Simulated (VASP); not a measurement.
Wanted: the native input for a VASP 6.6.1 run.

```yaml
Task: molecular dynamics
Functional: PBE
Dispersion: D3(BJ)
Potentials_or_basis: VASP PAW PBE potentials, release 64 (O, H, C)
Cutoff: 520 eV
k_mesh: 1 × 1 × 1
Occupations: fermi-dirac, width 0.02 eV
Spin: no spin polarisation
Dipole_correction: no
Further_INCAR_settings: LREAL = Auto; ALGO = Normal; EDIFF = 1e-05; NBANDS = 39; ISYM = 0; IBRION = 0; POTIM = 0.5; NSW = 40
```

The structure of H10CO6 lies in POSCAR:

```
H10CO6
1.0
    6.1962860000      0.0000000000      0.0000000000
    0.0000000000      6.1962860000      0.0000000000
    0.0000000000      0.0000000000      6.1962860000
O H C
6 10 1
Direct
    0.3757717000      0.2257964400      0.1751118700
    0.3815378600      1.0542014900      0.5609398000
    1.0576797800      0.2458003200      0.8739736500
    0.7191166100      0.9778748000      0.8108721300
    0.8342670300      0.4486309700      0.3540666800
    0.9881006700      0.7321631400      0.5154420100
    0.2502141400      0.2356534600      0.0775470900
    0.4939268200      0.1378559400      0.1111726200
    0.3766071600      1.1503892800      0.4264047700
    0.2887733500      0.9371957900      0.5325201600
    1.1491871800      0.1681641500      0.7740780800
    0.9264465100      0.1464161400      0.8693517300
    0.7667289700      0.8498103100      0.7406933300
    0.5978160000      1.0205779500      0.7146953100
    0.7240689100      0.5560473500      0.3247793500
    1.1210056800      0.4317681800      0.5050139100
    0.9948239700      0.5475843500      0.4634935500
```

The input as run:

INCAR

```
PREC = Accurate
ENCUT = 520
EDIFF = 1E-5
ISMEAR = -1
SIGMA = 0.02
LREAL = Auto
LASPH = True
NELM = 100
ALGO = Normal
ISIF = 2
LWAVE = False
LCHARG = True
GGA = PE
IVDW = 12
NBANDS = 39
IBRION = 0
NSW = 40
POTIM = 0.5
TEBEG = 250.0
TEEND = 250.0
ISYM = 0
NELMIN = 4
RANDOM_SEED = 857533 0 0
MDALGO = 3
LANGEVIN_GAMMA = 1000 1000 1000
```

KPOINTS

```
Automatic mesh
0
Gamma
  1 1 1
```

Potentials or basis: VASP PAW PBE potentials, release 64 (O, H, C).

Command:

```console
$ cat potpaw_PBE.64/O/POTCAR potpaw_PBE.64/H/POTCAR potpaw_PBE.64/C/POTCAR > POTCAR
$ mpirun -np 1 vasp_gam > vasp.out
```

It gave:

```json
{
  "Dispersion energy per atom": "-0.028 eV"
}
```

Caveat: the k points lie up to 1.01 Å⁻¹ apart.

It took 6.1 min on 1 thread of AMD EPYC 7R13 Processor (Zen 3) (shared host), peak memory 0.31 GiB.
